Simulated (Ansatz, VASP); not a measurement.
# TlCuI3 in VASP and in Ansatz

```
CELL_PARAMETERS angstrom
5.54638 0.00000 0.00000
0.00000 5.54638 0.00000
0.00000 0.00000 5.54638
ATOMIC_POSITIONS crystal
Tl 0.50000 0.50000 0.50000
Cu 0.00000 0.00000 0.00000
I 0.50000 0.00000 0.00000
I 0.00000 0.50000 0.00000
I 0.00000 0.00000 0.50000
```

Alike in both runs: task relaxation of cell and atoms; functional PBE; k mesh 8 × 8 × 8; occupations gaussian, width 0.1 eV; no spin polarisation.

|  | VASP | Ansatz |
| --- | --- | --- |
| version | VASP 6.6.1 | Ansatz 0.2.0 |
| potentials or method | VASP PAW PBE potentials, release 64 (Tl_d, Cu, I), cutoff 600 eV | scalar-relativistic, plane waves, PAW |
| valence electrons in the cell | 45 | 83 |

|  | VASP | Ansatz | Ansatz less VASP |
| --- | --- | --- | --- |
| gap on the k mesh at the Fermi level, each at its own relaxed structure (eV) | none | none | - |
| relaxed volume (Å³/atom) | 34.12 | 34.12 | 0.000 |
| relaxed cell length with the largest relative difference (Å) | 5.546 | 5.546 | 0.0000 |

A gap of «none» marks a metal or a gap that the smearing closes. VASP's potentials hold 45 valence electrons a cell and Ansatz's 83, so a difference there can come from the potentials and not from the codes.

Spin-orbit coupling is off throughout. Noted on VASP's run: the relaxation stopped at its first step, so nothing moved.
